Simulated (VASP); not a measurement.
# Yb (Fm-3m) in VASP: a series of runs

Yb is run at these levels: r2SCAN; tasks: single point, relaxation of cell and atoms.

All numbers are computed with VASP 6.6.1; they aren't measurements. Logs are shortened: lines on timing, memory, paths and dates and some standing lists are left out, and cuts for length are marked.

**1. The cell of the first run**

Symmetry: Fm-3m, No. 225, cubic system. Conventional cell: a = 5.200 Å, b = 5.200 Å, c = 5.200 Å, α = 90.00°, β = 90.00°, γ = 90.00°. Within 4.8 Å of Yb (site symmetry m-3m) lie 12 Yb at 3.68 Å.

**2. Single point, r2SCAN**

File POSCAR:

```
Yb
1.0
    0.0000000000      2.6002200056      2.6002200056
    2.6002200056      0.0000000000      2.6002200056
    2.6002200056      2.6002200056      0.0000000000
Yb
1
Direct
    0.0000000000      0.0000000000      0.0000000000
```

File INCAR.step1:

```
PREC     = Accurate       # precision mode
ENCUT    = 520            # plane-wave cutoff, eV
ISMEAR   = 0              # smearing method
SIGMA    = 0.1            # smearing width, eV
LREAL    = F              # projectors in reciprocal space
LASPH    = T              # aspherical terms in the spheres
NELM     = 60             # most SCF steps
NBANDS   = 18             # bands
GGA      = PE             # functional
ALGO     = Normal         # electronic algorithm
EDIFF    = 1E-4           # SCF threshold, eV
LWAVE    = T              # write WAVECAR
LCHARG   = F              # write CHGCAR
```

File INCAR.step2:

```
PREC     = Accurate       # precision mode
ENCUT    = 520            # plane-wave cutoff, eV
EDIFF    = 1E-6           # SCF threshold, eV
ISMEAR   = 0              # smearing method
SIGMA    = 0.1            # smearing width, eV
LREAL    = F              # projectors in reciprocal space
LASPH    = T              # aspherical terms in the spheres
NELM     = 60             # most SCF steps
ALGO     = Normal         # electronic algorithm
ISIF     = 2              # what is computed and relaxed
LWAVE    = F              # write WAVECAR
LCHARG   = F              # write CHGCAR
METAGGA  = R2SCAN         # meta-GGA
LMIXTAU  = T            
NBANDS   = 18             # bands
ISTART   = 1
```

File KPOINTS:

```
regular mesh
0
Gamma
  14 14 14
```

Potentials or basis: VASP PAW PBE potentials, release 64 (Yb).

Started as:

```console
$ cat potpaw_PBE.64/Yb/POTCAR > POTCAR
$ cp INCAR.step1 INCAR
$ mpirun -np 1 vasp_std > vasp.out
$ cp INCAR.step2 INCAR
$ mpirun -np 1 vasp_std > vasp.out
```

OUTCAR:

```text
PREC = Accurate
   ENCUT = 520
   EDIFF = 1E-6
   ISMEAR = 0
   LREAL = F
   LASPH = T
   NELM = 60
   ISIF = 2
   METAGGA = R2SCAN
   ISTART = 1

 ion  position               nearest neighbor table
   1  0.000  0.000  0.000-

  LATTYP: Found a face centered cubic cell.
 ALAT       =     5.2004400112

  Lattice vectors:

 A1 = (   0.0000000000,   2.6002200056,   2.6002200056)
 A2 = (   2.6002200056,   0.0000000000,   2.6002200056)
 A3 = (   2.6002200056,   2.6002200056,   0.0000000000)

Analysis of symmetry for initial positions (statically):
=====================================================================
 Subroutine PRICEL returns:
 Original cell was already a primitive cell.

 Routine SETGRP: Setting up the symmetry group for a
 face centered cubic supercell.

 Subroutine GETGRP returns: Found 48 space group operations
 (whereof 48 operations were pure point group operations)
 out of a pool of 48 trial point group operations.

The static configuration has the point symmetry O_h .

Analysis of symmetry for dynamics (positions and initial velocities):
=====================================================================
 Subroutine PRICEL returns:
 Original cell was already a primitive cell.

 Routine SETGRP: Setting up the symmetry group for a
 face centered cubic supercell.

 Subroutine GETGRP returns: Found 48 space group operations
 (whereof 48 operations were pure point group operations)
 out of a pool of 48 trial point group operations.

The dynamic configuration has the point symmetry O_h .

 Subroutine INISYM returns: Found 48 space group operations
 (whereof 48 operations are pure point group operations),
 and found     1 'primitive' translations

----------------------------------------------------------------------------------------

                                     Primitive cell

  volume of cell :      35.1609

  direct lattice vectors                    reciprocal lattice vectors
     0.000000000  2.600220006  2.600220006    -0.192291421  0.192291421  0.192291421
     2.600220006  0.000000000  2.600220006     0.192291421 -0.192291421  0.192291421
     2.600220006  2.600220006  0.000000000     0.192291421  0.192291421 -0.192291421

  length of vectors
     3.677266397  3.677266397  3.677266397     0.333058511  0.333058511  0.333058511

  position of ions in fractional coordinates (direct lattice)
     0.000000000  0.000000000  0.000000000

  ion indices of the primitive-cell ions
   primitive index   ion index
                 1           1

----------------------------------------------------------------------------------------

 KPOINTS: regular mesh

Automatic generation of k-mesh.
 Grid dimensions read from file:
 generate k-points for:   14   14   14

 Generating k-lattice:

  Cartesian coordinates                     Fractional coordinates (reciprocal lattice)
    -0.013735102  0.013735102  0.013735102     0.071428571  0.000000000  0.000000000
     0.013735102 -0.013735102  0.013735102     0.000000000  0.071428571  0.000000000
     0.013735102  0.013735102 -0.013735102     0.000000000  0.000000000  0.071428571

  Length of vectors
     0.023789894  0.023789894  0.023789894

  Shift w.r.t. Gamma in fractional coordinates (k-lattice)
     0.000000000  0.000000000  0.000000000

 Subroutine IBZKPT returns following result:
 ===========================================

 Found    104 irreducible k-points:

 Following reciprocal coordinates:
            Coordinates               Weight
  0.000000  0.000000  0.000000      1.000000
  0.071429  0.000000  0.000000      8.000000
  0.142857  0.000000  0.000000      8.000000
  0.214286  0.000000  0.000000      8.000000
  0.285714  0.000000  0.000000      8.000000
  0.357143  0.000000  0.000000      8.000000
[... 16 lines left out ...]
  0.214286  0.142857  0.000000     24.000000
  0.285714  0.142857  0.000000     24.000000
 [... further k-points ...]
   k-points           NKPTS =    104   k-points in BZ     NKDIM =    104   number of bands    NBANDS=     18
   number of dos      NEDOS =    301   number of ions     NIONS =      1
   total plane-waves  NPLWV =  21952
   dimension x,y,z NGX =    28 NGY =   28 NGZ =   28
   dimension x,y,z NGXF=    56 NGYF=   56 NGZF=   56
   ions per type =               1
   NGX,Y,Z   is equivalent  to a cutoff of  12.66, 12.66, 12.66 a.u.
   NGXF,Y,Z  is equivalent  to a cutoff of  25.32, 25.32, 25.32 a.u.
 SYSTEM =  unknown system
   PREC   = accura    normal or accurate (medium, high low for compatibility)
   ISTART =      1    job   : 0-new  1-cont  2-samecut
   ICHARG =      0    charge: 1-file 2-atom 10-const
   ISPIN  =      1    spin polarized calculation?
   LNONCOLLINEAR =      F non collinear calculations
   LSORBIT =      F    spin-orbit coupling
   LASPH  =      T    aspherical Exc in radial PAW
   ENCUT  =  520.0 eV  38.22 Ry    6.18 a.u.   6.84  6.84  6.84*2*pi/ulx,y,z
   NELM   =     60;   NELMIN=  2; NELMDL=  0     # of ELM steps
   EDIFF  = 0.1E-05   stopping-criterion for ELM
   LREAL  =      F    real-space projection
   EDIFFG = 0.1E-04   stopping-criterion for IOM
   NSW    =      0    number of steps for IOM
   IBRION =     -1    ionic relax: 0-MD 1-quasi-New 2-CG
   NFREE  =      0    steps in history (QN), initial steepest desc. (CG)
   ISIF   =      2    stress and relaxation
   ISYM   =      2    0-nonsym 1-usesym 2-fastsym
   POTIM  = 0.5000    time-step for ionic-motion
   TEBEG  =    0.0;   TEEND  =   0.0 temperature during run
   PSTRESS=    0.0 pullay stress
   NELECT =      24.0000    total number of electrons
   NUPDOWN=      -1.0000    fix difference up-down
   EMIN   =  10.00;   EMAX   =-10.00  energy-range for DOS
   EFERMI =   0.00;   METHOD = LEGACY
   ISMEAR =     0;   SIGMA  =   0.10  broadening in eV -4-tet -1-fermi 0-gaus
   EFERMI_NEDOS =   21; number of points for ismear=-14 and -15
   IALGO  =     38    algorithm
   IMIX   =      4    mixing-type and parameters
     AMIX     =   0.40;   BMIX     =  1.00
     AMIX_MAG =   1.60;   BMIX_MAG =  1.00
  volume/ion in A,a.u.               =      35.16       237.28
  Fermi-wavevector in a.u.,A,eV,Ry     =   1.441424  2.723897 28.268876  2.077704
  Thomas-Fermi vector in A             =   2.560058
   LORBIT       =      0    0 simple, 1 ext, 2 COOP (PROOUT), +10 PAW based schemes
   METAGGA = R2SCAN    functional components
   LHFCALC =     F    Hartree Fock is set to
   AEXX    =    0.0000 exact exchange contribution
   IVDW    =     0    specifies the selected vdW correction
   LEPSILON=     F    determine dielectric tensor
   LRPA    =     F    only Hartree local field effects (RPA)
 non-spin polarized calculation
 Gauss-broadening in eV      SIGMA  =   0.10
  energy-cutoff  :      520.00
  volume of cell :       35.16
 maximum number of plane-waves:       961
   NGX = 13   NGY = 13   NGZ = 13

 number of electron      24.0000014 magnetization

 Free energy of the ion-electron system (eV)
  ---------------------------------------------------
  ext. energy  EPLUGINS =         0.00000000
  ---------------------------------------------------
  free energy    TOTEN  =       -35.53504565 eV

  energy without entropy =      -35.53085414  energy(sigma->0) =      -35.53294989

 E-fermi :   1.6173     XC(G=0): -10.2353

 val. band max:        1.5965398312   @ k =  -0.2857   0.4286   0.2143
 cond. band min:       1.6213028011   @ k =  -0.4286   0.2857   0.0000
 fundamental gap:      0.0247629699
 Fermi energy:         1.6173464808

 k-point     1 :       0.0000    0.0000    0.0000
  band No.  band energies     occupation
      1     -51.7162      2.00000
      2     -23.2662      2.00000
      3     -23.2660      2.00000
      4     -23.2660      2.00000
      5      -3.8151      2.00000
      6       1.1777      2.00000
[... 10 lines left out ...]
     17       7.0511      0.00000
     18      11.5788      0.00000

 k-point     2 :       0.0714    0.0000    0.0000
  band No.  band energies     occupation
      1     -51.7152      2.00000
      2     -23.2851      2.00000
      3     -23.2686      2.00000
      4     -23.2685      2.00000
      5      -3.6893      2.00000
      6       1.1789      2.00000
[... 10 lines left out ...]
     17       6.9661      0.00000
     18      11.8971      0.00000

 k-point     3 :       0.1429    0.0000    0.0000
  band No.  band energies     occupation
      1     -51.7125      2.00000
      2     -23.3380      2.00000
      3     -23.2754      2.00000
      4     -23.2753      2.00000
      5      -3.3220      2.00000
      6       1.1826      2.00000
[... 10 lines left out ...]
     17       6.8098      0.00000
     18      12.4516      0.00000

 k-point     4 :       0.2143    0.0000    0.0000
  band No.  band energies     occupation
      1     -51.7086      2.00000
      2     -23.4133      2.00000
      3     -23.2852      2.00000
      4     -23.2851      2.00000
      5      -2.7455      2.00000
      6       1.1892      2.00000
[... 10 lines left out ...]
     17       6.8330      0.00000
     18      11.7035      0.00000

 k-point     5 :       0.2857    0.0000    0.0000
  band No.  band energies     occupation
      1     -51.7042      2.00000
      2     -23.4954      2.00000
      3     -23.2961      2.00000
      4     -23.2959      2.00000
      5      -2.0165      2.00000
      6       1.1972      2.00000
[... 10 lines left out ...]
     17       7.2068      0.00000
     18      10.9245      0.00000

 k-point     6 :       0.3571    0.0000    0.0000
  band No.  band energies     occupation
      1     -51.7003      2.00000
      2     -23.5681      2.00000
      3     -23.3058      2.00000
      4     -23.3056      2.00000
      5      -1.2272      2.00000
      6       1.1977      2.00000
[... 307 lines left out ...]
 k-point    21 :      -0.0714    0.0714    0.0000
  band No.  band energies     occupation
      1     -51.7136      2.00000
      2     -23.3113      2.00000
      3     -23.2795      2.00000
      4     -23.2695      2.00000
      5      -3.4829      2.00000
      6       1.1809      2.00000
[... 10 lines left out ...]
     17       7.0316      0.00000
     18      12.3786      0.00000

 k-point    22 :       0.1429    0.1429    0.0000
  band No.  band energies     occupation
      1     -51.7113      2.00000
      2     -23.3361      2.00000
      3     -23.2912      2.00000
      4     -23.2911      2.00000
      5      -3.1595      2.00000
      6       1.1846      2.00000
[... 10 lines left out ...]
     17       7.3132      0.00000
     18      13.1302      0.00000

 k-point    23 :       0.2143    0.1429    0.0000
  band No.  band energies     occupation
      1     -51.7083      2.00000
      2     -23.3849      2.00000
      3     -23.3036      2.00000
      4     -23.3006      2.00000
      5      -2.7342      2.00000
      6       1.1902      2.00000
[... 10 lines left out ...]
     17       7.4376      0.00000
     18      13.2083      0.00000

 k-point    24 :       0.2857    0.1429    0.0000
  band No.  band energies     occupation
      1     -51.7045      2.00000
      2     -23.4519      2.00000
      3     -23.3159      2.00000
      4     -23.3120      2.00000
      5      -2.1203      2.00000
      6       1.1990      2.00000
[... 10 lines left out ...]
     17       7.6943      0.00000
     18      12.2716      0.00000

 [... further k-points ...]
[... 5 lines left out ...]
  --------------------------------------------------------------------------------------
  -------------------------------------------------------------------------------------
  Total       -0.0141189     -0.0141189     -0.0141189      0.0000000      0.0000000      0.0000000
  in kB       -0.6433538     -0.6433538     -0.6433538      0.0000000      0.0000000      0.0000000
  external PRESSURE =      -0.6433538 kB  Pullay stress =       0.0000000 kB

 VOLUME and BASIS-vectors are now :
 -----------------------------------------------------------------------------
  energy-cutoff  :      520.00
  volume of cell :       35.16
      direct lattice vectors                 reciprocal lattice vectors
     0.000000000  2.600220006  2.600220006    -0.192291421  0.192291421  0.192291421
     2.600220006  0.000000000  2.600220006     0.192291421 -0.192291421  0.192291421
     2.600220006  2.600220006  0.000000000     0.192291421  0.192291421 -0.192291421

 POSITION                                       TOTAL-FORCE (eV/Angst)
 -----------------------------------------------------------------------------------
      0.00000      0.00000      0.00000         0.000000     -0.000000      0.000000
 -----------------------------------------------------------------------------------
    total drift:                               -0.000000     -0.000000     -0.000000

  FREE ENERGIE OF THE ION-ELECTRON SYSTEM (eV)
  ---------------------------------------------------
  free  energy   TOTEN  =       -35.5350456487 eV

  energy  without entropy=      -35.5308541365  energy(sigma->0) =      -35.53294989
```

Wall time 4.5 min (1 thread of Intel Xeon 6975P-C (Granite Rapids), shared host); peak memory 0.22 GiB.

What came out:

| Property | Result |
| --- | --- |
| Free energy | -35.5350 eV |
| Pressure | -0.1 GPa |

Levels at points of the mesh, in eV from the Fermi level:
```
           k point  band 10  band 11  band 12  band 13  band 14  band 15
(0.00, 0.00, 0.00)    -0.31    -0.31    -0.31     3.19     3.19     3.19
(0.50, 0.00, 0.00)    -0.31    -0.28    -0.28     0.29     2.91     2.91
(0.50, 0.50, 0.00)    -0.29    -0.29    -0.27     0.14     1.77     7.05
```

Caveat: the PAW data sets were made with another functional, which shifts forces and pressure a little; spin-orbit coupling is left out, which moves the levels of the heavy elements.

**3. Single point, r2SCAN**

POSCAR is that of step 2.

File INCAR.step1:

```
SYSTEM = Yb
PREC     = Accurate       ! precision mode
ENCUT    = 520            ! plane-wave cutoff, eV
ISMEAR   = 0              ! smearing method
SIGMA    = 0.1            ! smearing width, eV
LREAL    = .False.        ! projectors in reciprocal space
LASPH    = .True.         ! aspherical terms in the spheres
NELM     = 60             ! most SCF steps
NBANDS   = 18             ! bands
GGA      = PE             ! functional
ALGO     = Normal         ! electronic algorithm
EDIFF    = 1E-4           ! SCF threshold, eV
LWAVE    = .True.         ! write WAVECAR
LCHARG   = .False.        ! write CHGCAR
```

File INCAR.step2:

```
SYSTEM = Yb
PREC     = Accurate       ! precision mode
ENCUT    = 520            ! plane-wave cutoff, eV
EDIFF    = 1E-6           ! SCF threshold, eV
ISMEAR   = 0              ! smearing method
SIGMA    = 0.1            ! smearing width, eV
LREAL    = .False.        ! projectors in reciprocal space
LASPH    = .True.         ! aspherical terms in the spheres
NELM     = 60             ! most SCF steps
ALGO     = Normal         ! electronic algorithm
ISIF     = 2              ! what is computed and relaxed
LWAVE    = .False.        ! write WAVECAR
LCHARG   = .True.         ! write CHGCAR
METAGGA  = R2SCAN         ! meta-GGA
LMIXTAU  = .True.       
LELF     = .True.         ! ELF
LVHAR    = .True.       
NBANDS   = 18             ! bands
ISTART   = 1
```

File KPOINTS:

```
Automatic mesh
0
Gamma
  14 14 14
  0 0 0
```

Potentials or basis: VASP PAW PBE potentials, release 64 (Yb).

Started as:

```console
$ cat potpaw_PBE.64/Yb/POTCAR > POTCAR
$ cp INCAR.step1 INCAR
$ mpirun -np 1 vasp_std > vasp.out
$ cp INCAR.step2 INCAR
$ mpirun -np 1 vasp_std > vasp.out
```

Run time: 4.1 min. Hardware: 1 thread of Intel Xeon 6975P-C (Granite Rapids), shared host; peak memory 0.22 GiB.

The run converged. Its results:

```
Free energy : -35.5350 eV
Pressure    : -0.1 GPa
```

Levels at points of the mesh, in eV from the Fermi level:
| k point | band 8 | band 9 | band 10 | band 11 | band 12 | band 13 | band 14 | band 15 | band 16 | band 17 |
| --- | --- | --- | --- | --- | --- | --- | --- | --- | --- | --- |
| (0.00, 0.00, 0.00) | -0.36 | -0.36 | -0.31 | -0.31 | -0.31 | 3.19 | 3.19 | 3.19 | 5.43 | 5.43 |
| (0.50, 0.00, 0.00) | -0.42 | -0.39 | -0.31 | -0.28 | -0.28 | 0.29 | 2.91 | 2.91 | 7.03 | 7.03 |
| (0.50, 0.50, 0.00) | -0.41 | -0.37 | -0.29 | -0.29 | -0.27 | 0.14 | 1.77 | 7.05 | 7.51 | 7.51 |

Caveat: the PAW data sets were made with another functional, which shifts forces and pressure a little; spin-orbit coupling is left out, which moves the levels of the heavy elements. Spin polarisation is off, so any magnetic state and its effect on volume and gap are missing.

**4. Relaxation of cell and atoms, r2SCAN**

POSCAR is that of step 3.

File INCAR.step1:

```
SYSTEM = Yb
  ALGO = Normal
  EDIFF = 1E-4
  ENCUT = 600
  GGA = PE
  ISMEAR = 0
  LASPH = .True.
  LCHARG = .False.
  LREAL = .False.
  LWAVE = .True.
  NELM = 100
  PREC = Accurate
  SIGMA = 0.1
```

File INCAR.step2:

```
SYSTEM = Yb
  ALGO = Normal
  EDIFF = 1E-6
  EDIFFG = -0.005
  ENCUT = 600
  IBRION = 2
  ISIF = 3
  ISMEAR = 0
  ISTART = 1
  LASPH = .True.
  LCHARG = .False.
  LMIXTAU = .True.
  LREAL = .False.
  LWAVE = .False.
  METAGGA = R2SCAN
  NELM = 100
  NSW = 100
  PREC = Accurate
  SIGMA = 0.1
```

File KPOINTS:

```
k-points
0
Gamma
  14 14 14
  0 0 0
```

Started as:

```console
$ cat potpaw_PBE.64/Yb/POTCAR > POTCAR
$ cp INCAR.step1 INCAR
$ mpirun -np 1 vasp_std > vasp.out
$ cp INCAR.step2 INCAR
$ mpirun -np 1 vasp_std > vasp.out
```

Wall time 13 min (1 thread of Intel Xeon 6975P-C (Granite Rapids), shared host); peak memory 0.25 GiB.

Results (log left out):

| Item | Value |
| --- | --- |
| Free energy | -35.5372 eV |
| Relaxed volume | 34.63 Å³/atom |
| Relaxed cell | a = 3.659 Å, b = 3.659 Å, c = 3.659 Å, α = 60.00°, β = 60.00°, γ = 60.00° |
| Space group after relaxing (to 0.1 Å) | Fm-3m (No. 225) |
| Energy gained by relaxing | 0.3 meV/atom |
| Ionic steps | 3 |
| Pressure after relaxing | 0.0 GPa |

Step by step:
| step | energy change (eV) | largest force (eV/Å) | pressure (GPa) | volume (Å³) |
| --- | --- | --- | --- | --- |
| 1 | 0.0000 | 0.0000 | -0.23 | 35.16 |
| 2 | -0.0003 | 0.0000 | -0.12 | 34.91 |
| 3 | -0.0003 | 0.0000 | 0.01 | 34.63 |

Final structure:
```
CELL_PARAMETERS angstrom
0.00000 2.58701 2.58701
2.58701 0.00000 2.58701
2.58701 2.58701 0.00000
ATOMIC_POSITIONS crystal
Yb 0.00000 0.00000 0.00000
```

Levels at points of the mesh, in eV from the Fermi level:
| k point | band 10 | band 11 | band 12 | band 13 | band 14 | band 15 |
| --- | --- | --- | --- | --- | --- | --- |
| (0.00, 0.00, 0.00) | -0.31 | -0.31 | -0.31 | 3.20 | 3.20 | 3.20 |
| (0.50, 0.00, 0.00) | -0.31 | -0.28 | -0.28 | 0.32 | 2.92 | 2.92 |
| (0.50, 0.50, 0.00) | -0.30 | -0.30 | -0.28 | 0.11 | 1.82 | 7.13 |

Caveat: the PAW data sets were made with another functional, which shifts forces and pressure a little; spin-orbit coupling is left out, which moves the levels of the heavy elements.
